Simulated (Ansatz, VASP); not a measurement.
**Al2Ru: VASP beside Ansatz**

POSCAR

```
Al2Ru
1.0
    3.1218205062      0.0000000000      0.0000000000
    0.0000000000      3.1218205062      0.0000000000
    0.0000000000      0.0000000000      8.4449834362
Al Ru
4 2
Direct
    0.5000000000      0.5000000000      0.1590940351
    0.0000000000      0.0000000000      0.3409059649
    0.0000000000      0.0000000000      0.6590940351
    0.5000000000      0.5000000000      0.8409059649
    0.0000000000      0.0000000000      0.0000000000
    0.5000000000      0.5000000000      0.5000000000
```

Contents of INCAR.step1:

```
  PREC = Accurate
  ENCUT = 520
  ISMEAR = 0
  SIGMA = 0.1
  LREAL = F
  LASPH = T
  NELM = 60
  NBANDS = 29
  GGA = PE
  ALGO = Normal
  EDIFF = 1E-4
  LWAVE = T
  LCHARG = F
```

The input INCAR.step2:

```
  PREC = Accurate
  ENCUT = 520
  EDIFF = 1E-7
  ISMEAR = 0
  SIGMA = 0.1
  LREAL = F
  LASPH = T
  NELM = 60
  ALGO = Normal
  ISIF = 2
  LWAVE = F
  LCHARG = F
  METAGGA = R2SCAN
  LMIXTAU = T
  NBANDS = 29
  ISTART = 1
```

KPOINTS

```
regular mesh
0
Gamma
  12 12 4
```

Input for Ansatz:

```yaml
crystal:
  lattice:
    - [3.1218205101, 0.0, 0.0]
    - [0.0, 3.1218205101, 0.0]
    - [0.0, 0.0, 8.4449834049]
  atoms:
    - { symbol: Al, position: [0.5, 0.5, 0.1590940356] }
    - { symbol: Al, position: [0.0, 0.0, 0.3409059644] }
    - { symbol: Al, position: [0.0, 0.0, 0.6590940356] }
    - { symbol: Al, position: [0.5, 0.5, 0.8409059644] }
    - { symbol: Ru, position: [0.0, 0.0, 0.0] }
    - { symbol: Ru, position: [0.5, 0.5, 0.5] }
basis:
  ecutwfc: 500
kpoints:
  mp_grid: { grid: [12, 12, 4] }
hamiltonian:
  xc: r2scan
scf:
  occupations: { method: gaussian, width: 0.1 }
output:
  forces: true
  stress: true
  eigenvalues: true
  write_density: true
  write_potential: true
  elf: true
  volumetric_format: npy
```

Alike in both runs: task single point; functional r2SCAN; k mesh 12 × 12 × 4; occupations gaussian, width 0.1 eV; no spin polarisation.

|  | VASP | Ansatz |
| --- | --- | --- |
| version | VASP 6.6.1 | Ansatz 0.2.0 |
| potentials or method | VASP PAW PBE potentials, release 64 (Al, Ru_pv), cutoff 520 eV | scalar-relativistic, plane waves, PAW |
| valence electrons in the cell | 40 | 44 |

|  | VASP | Ansatz | Ansatz less VASP |
| --- | --- | --- | --- |
| gap on the k mesh at the Fermi level (eV) | none | none | - |
| pressure (GPa) | -0.1 | 0.0 | +0.10 |
| traceless stress, the component that is largest in VASP (GPa) | -0.08 | -0.02 | +0.060 |
| rms of the force components (eV/Å) | 0.004 | 0.002 | -0.0017 |

VASP's potentials were made for PBE, not for r2SCAN. Atom by atom the forces differ by 0.006 eV/Å (rms over components). A gap of «none» marks a metal or a gap that the smearing closes. VASP's potentials hold 40 valence electrons a cell and Ansatz's 44, so a difference there can come from the potentials and not from the codes.
